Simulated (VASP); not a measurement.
Here is a VASP 6.6.1 calculation.

Contents of INCAR:

```
SYSTEM = Ge
  ALGO = Normal
  EDIFF = 1E-7
  ENCUT = 520
  GGA = PE
  ISIF = 2
  ISMEAR = 0
  LASPH = .True.
  LCHARG = .False.
  LREAL = .False.
  LWAVE = .False.
  NBANDS = 13
  NELM = 80
  PREC = Accurate
  SIGMA = 0.1
```

Contents of KPOINTS:

```
k-points
0
Gamma
  18 18 18
  0 0 0
```

The input POSCAR:

```
Ge
1.0
    0.0000000000      2.0626900643      2.3383905819
    2.0242789159      0.0000000000      2.3383905819
    2.0242789159      2.0626900643      0.0000000000
Ge
1
Direct
    0.0000000000      0.0000000000      0.0000000000
```

Potentials or basis: VASP PAW PBE potentials, release 64 (Ge_d).

The run is started by

```sh
$ cat potpaw_PBE.64/Ge_d/POTCAR > POTCAR
$ mpirun -np 1 vasp_std > vasp.out
```

Question: What does it give for the pressure?

Answer: 0.0 GPa.

Question: Predict the band gap on the k mesh.

Answer: Zero (bands 7 and 8 overlap by 11.25 eV).
